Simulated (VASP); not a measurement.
Runs of VASP 6.6.1 on Sc. The structure is that of space group P6_3/mmc (No. 194), or close to it. The cells are those of the table. 

```csv
cell,k mesh,gap on the mesh (eV),pressure (GPa)
"a = 3.199, b = 3.199, c = 10.223 Å, angles 90.0, 90.0, 120.0°, 4 atoms",12 × 12 × 4,none,7.7
"a = 3.338, b = 3.338, c = 10.668 Å, angles 90.0, 90.0, 120.0°, 4 atoms",12 × 12 × 4,none,0.0
"a = 3.293, b = 3.293, c = 10.524 Å, angles 90.0, 90.0, 120.0°, 4 atoms",12 × 12 × 4,none,2.2
"a = 3.382, b = 3.382, c = 10.808 Å, angles 90.0, 90.0, 120.0°, 4 atoms",12 × 12 × 4,none,(a)
"a = 3.247, b = 3.247, c = 10.375 Å, angles 90.0, 90.0, 120.0°, 4 atoms",12 × 12 × 4,none,4.7
"a = 3.338, b = 3.338, c = 10.668 Å, angles 90.0, 90.0, 120.0°, 4 atoms",11 × 11 × 3,none,0.0
```

Alike in all rows: task single point; level RPBE; potentials or basis VASP PAW PBE potentials, release 64 (Sc_sv); no spin polarisation; cutoff (eV) 520; smearing fermi-dirac 0.1 eV.

Problem. Estimate the missing entries.

Solution. (a) -1.8.

Caveats: the PAW data sets were made with another functional, which shifts forces and pressure a little; the cell stands under pressure (at least some runs).

A gap of «none» marks levels without a gap at the run's occupations.
